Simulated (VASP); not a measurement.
# Sb: single point with PBE

Crystal: Sb.

```
CELL_PARAMETERS angstrom
-1.76035 1.76035 1.76035
1.76035 -1.76035 1.76035
1.76035 1.76035 -1.76035
ATOMIC_POSITIONS crystal
Sb 0.00000 0.00000 0.00000
```

This cell differs from its parent crystal: volume scaled by 0.8.

```yaml
Program: VASP 6.6.1
Task: single point
Functional: PBE
Potentials_or_basis: VASP PAW PBE potentials, release 64 (Sb)
Cutoff: 500 eV
k_mesh: 16 × 16 × 16
Occupations: fermi-dirac, width 0.1 eV
Spin: no spin polarisation
Dipole_correction: no
Further_INCAR_settings: ALGO = Normal; EDIFF = 1e-06; NBANDS = 8
```

```
Pressure : 22.0 GPa
```

Levels at points of the mesh, in eV from the Fermi level:
```
           k point  band 1  band 2  band 3  band 4  band 5  band 6  band 7  band 8
(0.00, 0.00, 0.00)  -14.73    7.32    7.32    7.32   11.37   11.37   11.37   11.88
(0.50, 0.00, 0.00)   -9.28   -7.06    2.17    4.36    7.18    7.23   15.32   16.29
(0.50, 0.50, 0.50)   -4.48   -2.55   -2.55   -2.55    2.47    2.47   18.50   18.76
```

Run time: 11 s on 1 thread of Intel(R) Xeon(R) Platinum 8259CL CPU @ 2.50GHz (Skylake/Cascade Lake), with other jobs on the host, peak memory 0.15 GiB.

Caveat: spin-orbit coupling is left out, which moves the levels of the heavy elements.
